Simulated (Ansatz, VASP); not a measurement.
## Si8HO16: VASP beside Ansatz

```
Si O H
1.0
     9.96400    0.00000    0.00000
     0.00000    9.96400    0.00000
     0.00000    0.00000    6.96300
Si O H
16 32 2
Direct
  0.15064 0.15064 0.00000
  0.09746 0.39876 0.26402
  0.35273 0.35273 0.50000
  0.39876 0.09746 0.73598
  0.14649 0.64039 0.99624
  0.09443 0.89087 0.23908
  0.34223 0.83913 0.49565
  0.40250 0.59485 0.75809
  0.64039 0.14649 0.00376
  0.59485 0.40250 0.24191
  0.83913 0.34223 0.50435
  0.89087 0.09443 0.76092
  0.65611 0.65611 0.00000
  0.59560 0.90056 0.25588
  0.84841 0.84841 0.50000
  0.90056 0.59560 0.74412
  0.12873 0.04215 0.16963
  0.19571 0.37983 0.44874
  0.39292 0.43921 0.68970
  0.30018 0.13752 0.91192
  0.37983 0.19571 0.55126
  0.43921 0.39292 0.31030
  0.13752 0.30018 0.08808
  0.04215 0.12873 0.83037
  0.10803 0.55148 0.18408
  0.18881 0.84939 0.41958
  0.36918 0.94401 0.67011
  0.30410 0.62053 0.94129
  0.36328 0.68792 0.57553
  0.44182 0.86675 0.31541
  0.11832 0.79597 0.05267
  0.05757 0.60258 0.80767
  0.60258 0.05757 0.19233
  0.68792 0.36328 0.42447
  0.86675 0.44182 0.68459
  0.79597 0.11832 0.94733
  0.84939 0.18881 0.58042
  0.94401 0.36918 0.32989
  0.62053 0.30410 0.05871
  0.55148 0.10803 0.81592
  0.62610 0.55624 0.17917
  0.69214 0.87200 0.44015
  0.88413 0.93967 0.68728
  0.81005 0.63800 0.92851
  0.87200 0.69214 0.55985
  0.93967 0.88413 0.31272
  0.63800 0.81005 0.07149
  0.55624 0.62610 0.82083
  0.12061 0.12392 0.54295
  0.12392 0.12061 0.45705
```

Alike in both runs: task single point; functional PBE; dispersion D3(BJ); k mesh 1 × 1 × 2; occupations gaussian, width 0.02 eV; no spin polarisation.

```csv
,VASP,Ansatz
version,VASP 6.6.1,Ansatz 0.2.0
potentials or method,"VASP PAW PBE potentials, release 64 (Si, O, H)","scalar-relativistic, plane waves, PAW"
plane-wave cutoff (eV),520,420
valence electrons in the cell,258,258
```

```csv
,VASP,Ansatz,Ansatz less VASP
gap on the k mesh at the Fermi level (eV),5.74,5.74,0.000
least direct gap on the mesh (eV),5.74,5.74,0.000
```

The k mesh is coarse, so the values compare programs but aren't converged.
